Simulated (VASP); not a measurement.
Br, 1 atom in the cell. It takes space group Pm-3m (No. 221, cubic). The conventional cell has a = 3.097 Å, b = 3.097 Å, c = 3.097 Å, α = 90.00°, β = 90.00°, γ = 90.00°. Br (site symmetry m-3m) has 6 Br at 3.10 Å within 4.1 Å. 

| Item | Value |
| --- | --- |
| Program | VASP 6.6.1 |
| Task | single point |
| Functional | PBE |
| Potentials or basis | VASP PAW PBE potentials, release 64 (Br) |
| Cutoff | 520 eV |
| k mesh | 14 × 14 × 14 |
| Occupations | methfessel-paxton, width 0.02 eV |
| Spin | no spin polarisation |
| Dipole correction | no |
| Further INCAR settings | ALGO = Normal; EDIFF = 1e-07; NBANDS = 10 |

Potentials or basis: VASP PAW PBE potentials, release 64 (Br).

Launch:

```console
$ cat potpaw_PBE.64/Br/POTCAR > POTCAR
$ mpirun -np 1 vasp_std > vasp.out
```

Hardware: 1 thread of Intel Xeon 8259CL, with other jobs on the host.

**Question.** Estimate the wall time of this run.

**Answer.** Run time: 23 s on 1 thread of Intel Xeon 8259CL (shared host), peak memory 0.16 GiB. Counts: scf iterations 11, k points 120.
